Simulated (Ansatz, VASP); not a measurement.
**Two plane-wave programs on Ta**

INCAR

```
SYSTEM = Ta
PREC     = Accurate       ! precision mode
ENCUT    = 520            ! plane-wave cutoff, eV
EDIFF    = 1E-6           ! SCF threshold, eV
ISMEAR   = 0              ! smearing method
SIGMA    = 0.15           ! smearing width, eV
LREAL    = .False.        ! projectors in reciprocal space
LASPH    = .True.         ! aspherical terms in the spheres
NELM     = 60             ! most SCF steps
ALGO     = Fast           ! electronic algorithm
ISIF     = 2              ! what is computed and relaxed
LWAVE    = .False.        ! write WAVECAR
LCHARG   = .False.        ! write CHGCAR
GGA      = PS             ! functional
NBANDS   = 12             ! bands
```

The input KPOINTS:

```
Automatic mesh
0
Gamma
  22 22 22
  0 0 0
```

POSCAR

```
Ta
1.0
   -1.7252859811      1.7252859811      1.6010653904
    1.7252859811     -1.7252859811      1.6010653904
    1.7252859811      1.7252859811     -1.6010653904
Ta
1
Direct
    0.0000000000      0.0000000000      0.0000000000
```

Input for Ansatz:

```yaml
crystal:
  lattice:
    - [-1.7252859811, 1.7252859811, 1.6010653904]
    - [1.7252859811, -1.7252859811, 1.6010653904]
    - [1.7252859811, 1.7252859811, -1.6010653904]
  atoms:
    - { symbol: Ta, position: [0.0, 0.0, 0.0] }
basis:
  ecutwfc: 420
kpoints:
  mp_grid: { grid: [22, 22, 22] }
hamiltonian:
  xc: pbesol
  pseudopotentials: { kind: paw, azcp: { folder: soft_1 } }
scf:
  occupations: { method: gaussian, width: 0.15 }
output:
  forces: true
  stress: true
  eigenvalues: true
```

Alike in both runs: task single point; functional PBEsol; k mesh 22 × 22 × 22; occupations gaussian, width 0.15 eV; no spin polarisation.

|  | VASP | Ansatz |
| --- | --- | --- |
| version | VASP 6.6.1 | Ansatz 0.2.0 |
| potentials or method | VASP PAW PBE potentials, release 64 (Ta_pv), cutoff 520 eV | scalar-relativistic, plane waves, PAW |
| valence electrons in the cell | 11 | 13 |

|  | VASP | Ansatz | Ansatz less VASP |
| --- | --- | --- | --- |
| gap on the k mesh at the Fermi level (eV) | none | none | - |
| pressure (GPa) | -13.2 | -13.2 | -0.05 |
| traceless stress, the component that is largest in VASP (GPa) | 3.65 | 3.65 | +0.004 |

VASP's potentials were made for PBE, not for PBEsol, and Ansatz warns of the same on its side. A gap of «none» marks a metal or a gap that the smearing closes. VASP's potentials hold 11 valence electrons a cell and Ansatz's 13, so a difference there can come from the potentials and not from the codes.

Neither program's run includes spin-orbit coupling.
